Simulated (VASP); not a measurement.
Here is a VASP 6.6.1 calculation.

Contents of INCAR:

```
SYSTEM = HfO2
PREC     = Accurate       ! precision mode
ENCUT    = 520            ! plane-wave cutoff, eV
EDIFF    = 1E-6           ! SCF threshold, eV
ISMEAR   = -1             ! smearing method
SIGMA    = 0.05           ! smearing width, eV
LREAL    = .FALSE.        ! projectors in reciprocal space
LASPH    = .TRUE.         ! aspherical terms in the spheres
NELM     = 150            ! most SCF steps
ALGO     = Normal         ! electronic algorithm
ISIF     = 2              ! what is computed and relaxed
LWAVE    = .FALSE.        ! write WAVECAR
LCHARG   = .FALSE.        ! write CHGCAR
LMAXMIX  = 4              ! l up to which the mixer works
LDAU     = .TRUE.         ! DFT+U
LDAUTYPE = 2            
LDAUL    = 2 -1           ! shell
LDAUU    = 8 0            ! U, eV
LDAUJ    = 0 0          
LDAUPRINT= 1            
GGA      = PE             ! functional
NBANDS   = 18             ! bands
```

The input KPOINTS:

```
Automatic mesh
0
G
  7 7 7
  0 0 0
```

The input POSCAR:

```
HfO2
1.0
    0.0000000000      2.5575000000      2.5575000000
    2.5575000000      0.0000000000      2.5575000000
    2.5575000000      2.5575000000      0.0000000000
Hf O
1 2
Direct
    0.0090260000      0.0007760000     -0.0152430000
    0.7464370000      0.7487370000      0.7572420000
    0.2510910000      0.2400870000      0.2500430000
```

Potentials or basis: VASP PAW PBE potentials, release 64 (Hf_pv, O).

Run with:

```console
$ cat potpaw_PBE.64/Hf_pv/POTCAR potpaw_PBE.64/O/POTCAR > POTCAR
$ mpirun -np 1 vasp_std > vasp.out
```

Task: What does it give for the pressure?

Result: 16.2 GPa.

Task: Estimate the largest force.

Result: 0.773 eV/Å.

Eigenvalues of the final occupation matrices:
```csv
site,spin,trace,eigenvalues
site 1 d,1,0.54,0.04 0.04 0.15 0.15 0.15
site 1 d,2,0.54,0.04 0.04 0.15 0.15 0.15
```

Caveat: the cell stands under pressure; spin-orbit coupling is left out, which moves the levels of the heavy elements.
